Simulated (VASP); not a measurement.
# CO2: single point with PBE

Crystal: CO2.

```
C O
1.0
     6.16867    0.00000    0.00000
     0.00000    6.16867    0.00000
     0.00000    0.00000    5.46791
C O
4 8
Direct
  0.00000 0.00000 0.00000
  0.50000 0.00000 0.50000
  0.50000 0.50000 0.00000
  0.00000 0.50000 0.50000
  0.11148 0.11148 0.11148
  0.38852 0.88852 0.61148
  0.61148 0.38852 0.88852
  0.88852 0.61148 0.38852
  0.88852 0.88852 0.88852
  0.61148 0.11148 0.38852
  0.38852 0.61148 0.11148
  0.11148 0.38852 0.61148
```

```json
{
 "Program": "VASP 6.6.1",
 "Task": "single point",
 "Functional": "PBE",
 "Potentials or basis": "VASP PAW PBE potentials, release 64 (C, O)",
 "Cutoff": "520 eV",
 "k mesh": "4 × 4 × 4",
 "Occupations": "gaussian, width 0.05 eV",
 "Spin": "no spin polarisation",
 "Dipole correction": "no",
 "Further INCAR settings": "ALGO = Normal; EDIFF = 1e-07; NBANDS = 44"
}
```

```yaml
Pressure: 7.4 GPa
Largest_force: 3.136 eV/Å
Band_gap_on_the_k_mesh: 6.72 eV
```

Forces in eV/Å, atoms in the order of the input:
```
C    0.000  0.000  0.000
C    0.000  0.000  0.000
C    0.000  0.000  0.000
C    0.000  0.000  0.000
O    1.881  1.862  1.682
O   -1.881 -1.862  1.682
O    1.881 -1.862 -1.682
O   -1.881  1.862 -1.682
O   -1.881 -1.862 -1.682
O    1.881  1.862 -1.682
O   -1.881  1.862  1.682
O    1.881 -1.862  1.682
```

Stress tensor (GPa, compression positive):
```
7.71 0.00 0.00
0.00 7.80 0.00
0.00 0.00 6.55
```

Levels at points of the mesh, in eV from the valence-band top:
```
           k point  band 29  band 30  band 31  band 32  band 33  band 34  band 35  band 36
(0.00, 0.00, 0.00)    -0.19    -0.18    -0.18     0.00     6.72     8.40     8.46     8.51
(0.50, 0.00, 0.00)    -0.27    -0.27    -0.10    -0.10     7.96     7.96     8.33     8.33
(0.00, 0.50, 0.00)    -0.27    -0.27    -0.13    -0.13     7.96     7.96     8.46     8.46
(0.50, 0.50, 0.00)    -0.27    -0.27    -0.27    -0.27     8.36     8.36     8.36     8.36
(0.00, 0.00, 0.50)    -0.25    -0.25    -0.17    -0.17     8.28     8.28     8.42     8.42
(0.50, 0.00, 0.50)    -0.23    -0.23    -0.23    -0.23     8.35     8.35     8.35     8.35
(0.00, 0.50, 0.50)    -0.21    -0.21    -0.21    -0.21     8.39     8.39     8.39     8.39
(0.50, 0.50, 0.50)    -0.21    -0.21    -0.21    -0.21     8.45     8.45     8.45     8.45
```

Wall time 5.9 min on 1 thread of AMD EPYC 9755 128-Core Processor, with other jobs on the host, peak memory 0.34 GiB.

Caveat: the cell stands under pressure; this functional lacks dispersion, which holds the molecules together, so the pressure and a relaxed volume are unreliable; forces of over 1 eV/Å act on the atoms, so gaps and moduli don't describe the material at rest. A k mesh can miss the band edges.
